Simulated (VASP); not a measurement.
Here is a VASP 6.6.1 calculation.

File INCAR:

```
PREC = Accurate
ENCUT = 560
EDIFF = 1E-6
ISMEAR = 0
SIGMA = 0.1
LREAL = False
LASPH = True
NELM = 120
ALGO = Normal
ISIF = 2
LWAVE = False
LCHARG = False
GGA = PE
NBANDS = 26
GGA_COMPAT = False
```

KPOINTS

```
Automatic mesh
0
Gamma
  18 18 18
```

File POSCAR:

```
BAs
1.0
   -1.7045584140      1.7045584140      5.9333667354
    1.7045584140     -1.7045584140      5.9333667354
    1.7045584140      1.7045584140     -5.9333667354
B As
2 2
Direct
    0.5847639548      0.5847639548      0.0000000000
    0.3347639548      0.8347639548      0.5000000000
    0.4152360452      0.4152360452      0.0000000000
    0.1652360452      0.6652360452      0.5000000000
```

Potentials or basis: VASP PAW PBE potentials, release 64 (B, As_d).

The run is started by

```console
$ cat potpaw_PBE.64/B/POTCAR potpaw_PBE.64/As_d/POTCAR > POTCAR
$ mpirun -np 1 vasp_std > vasp.out
```

Q: What does it give for the largest force?

A: 0.008 eV/Å.

Q: What does it give for the band gap on the k mesh?

A: Zero (bands 18 and 19 overlap by 2.49 eV).

Q: Predict the pressure.

A: -0.2 GPa.

Stress tensor (GPa, compression positive):
```
-0.15  0.00  0.00
 0.00 -0.15  0.00
 0.00  0.00 -0.26
```
